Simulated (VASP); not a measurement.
**NaCuH3: vibrations by perturbation theory with PBE**

NaCuH3:

```
CELL_PARAMETERS angstrom
3.50456 0.00000 0.00000
0.00000 3.50456 0.00000
0.00000 0.00000 3.50456
ATOMIC_POSITIONS crystal
Na 0.50000 0.50000 0.50000
Cu 0.00000 0.00000 0.00000
H 0.50000 0.00000 0.00000
H 0.00000 0.50000 0.00000
H 0.00000 0.00000 0.50000
```

| Property | Result |
| --- | --- |
| Program | VASP 6.6.1 |
| Task | vibrations by perturbation theory |
| Functional | PBE |
| Potentials or basis | VASP PAW PBE potentials, release 64 (Na_pv, Cu, H) |
| Cutoff | 520 eV |
| k mesh | 10 × 10 × 10 |
| Occupations | fermi-dirac, width 0.15 eV |
| Spin | no spin polarisation |
| Dipole correction | no |
| Further INCAR settings | ALGO = Normal; EDIFF = 1e-08; IBRION = 8; NSW = 1 |

```json
{"Highest phonon frequency at Γ, LO-TO splitting left out": "1273 cm⁻¹"}
```

Phonon frequencies in cm⁻¹ (negative: imaginary):
| q point | frequencies |
| --- | --- |
| (0.000, 0.000, 0.000) | -2 -2 -2 179 179 179 716 716 716 760 760 760 1273 1273 1273 |

Wall time 6.2 min on 1 thread of Intel Xeon 6975P-C (shared host), peak memory 0.46 GiB.
